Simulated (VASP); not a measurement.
A run of VASP 6.6.1 is set up as follows.

Contents of INCAR:

```
SYSTEM = C
PREC = Accurate ; ENCUT = 600
EDIFF = 1E-6 ; ISMEAR = 0
SIGMA = 0.1 ; LREAL = .FALSE.
LASPH = .TRUE. ; NELM = 200
ALGO = Normal ; ISIF = 2
LWAVE = .FALSE. ; LCHARG = .TRUE.
ISPIN = 2 ; MAGMOM = 1 1 1 1
LORBIT = 11 ; GGA = PE
LELF = .TRUE. ; LVHAR = .TRUE.
NBANDS = 20 ; GGA_COMPAT = .FALSE.
```

KPOINTS

```
regular mesh
0
G
  6 6 6
  0 0 0
```

The input POSCAR:

```
C
1.0
   -1.8041718100      1.8041718100      1.8041718100
    1.8041718100     -1.8041718100      1.8041718100
    1.8041718100      1.8041718100     -1.8041718100
C
4
Direct
    0.8849067500      0.8849067500      0.8849067500
    0.5000000000      0.0000000000      0.6150932500
    0.0000000000      0.6150932500      0.5000000000
    0.6150932500      0.5000000000      0.0000000000
```

Potentials or basis: VASP PAW PBE potentials, release 64 (C).

Command:

```bash
$ cat potpaw_PBE.64/C/POTCAR > POTCAR
$ mpirun -np 1 vasp_std > vasp.out
```

Q: Predict the net moment.

A: 0.00 μB per cell.

Q: Estimate the largest force.

A: 0.148 eV/Å.

Q: Estimate the band gap on the k mesh.

A: Zero (filled and empty bands overlap).

Forces on the atoms (eV/Å):
```
C    0.085  0.085  0.085
C   -0.085 -0.085  0.085
C   -0.085  0.085 -0.085
C    0.085 -0.085 -0.085
```

Caveat: the k points lie up to 0.41 Å⁻¹ apart, too coarse for converged energies and pressures of a metal.
